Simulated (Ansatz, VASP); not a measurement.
# CaO: VASP beside Ansatz

Contents of INCAR:

```
SYSTEM = CaO
PREC = Accurate ; ENCUT = 520
EDIFF = 1E-6 ; ISMEAR = -1
SIGMA = 0.02 ; LREAL = .False.
LASPH = .True. ; NELM = 80
ALGO = Normal ; ISIF = 2
LWAVE = .False. ; LCHARG = .False.
GGA = PE ; NBANDS = 15
```

Contents of KPOINTS:

```
Automatic mesh
0
Gamma
  11 11 11
  0 0 0
```

The input POSCAR:

```
CaO
1.0
    0.0000000000      2.4732491018      2.4732491018
    2.4732491018      0.0000000000      2.4732491018
    2.4732491018      2.4732491018      0.0000000000
Ca O
1 1
Direct
    0.0000000000      0.0000000000      0.0000000000
    0.5000000000      0.5000000000      0.5000000000
```

Input for Ansatz:

```yaml
crystal:
  lattice:
    - [0.0, 2.4732491018, 2.4732491018]
    - [2.4732491018, 0.0, 2.4732491018]
    - [2.4732491018, 2.4732491018, 0.0]
  atoms:
    - { symbol: Ca, position: [0.0, 0.0, 0.0] }
    - { symbol: O, position: [0.5, 0.5, 0.5] }
kpoints:
  mp_grid: { grid: [11, 11, 11] }
scf:
  occupations: { method: fermi_dirac, width: 0.02 }
hamiltonian:
  xc: pbe
  pseudopotentials: { kind: all_electron, lapw: { basis_error: 0.0005 } }
output:
  forces: true
  stress: true
  eigenvalues: true
```

Change from the starting cell: volume scaled by 1.03.

Alike in both runs: task single point; functional PBE; k mesh 11 × 11 × 11; occupations fermi-dirac, width 0.02 eV; no spin polarisation.

|  | VASP | Ansatz |
| --- | --- | --- |
| version | VASP 6.6.1 | Ansatz 0.2.0 |
| potentials or method | VASP PAW PBE potentials, release 64 (Ca_sv, O), cutoff 520 eV | all-electron LAPW, scalar-relativistic |

```csv
,VASP,Ansatz,Ansatz less VASP
gap on the k mesh at the Fermi level (eV),3.68,3.69,+0.014
pressure (GPa),-6.0,-6.4,-0.37
```

Ansatz ran all-electron here, and VASP with PAW potentials.
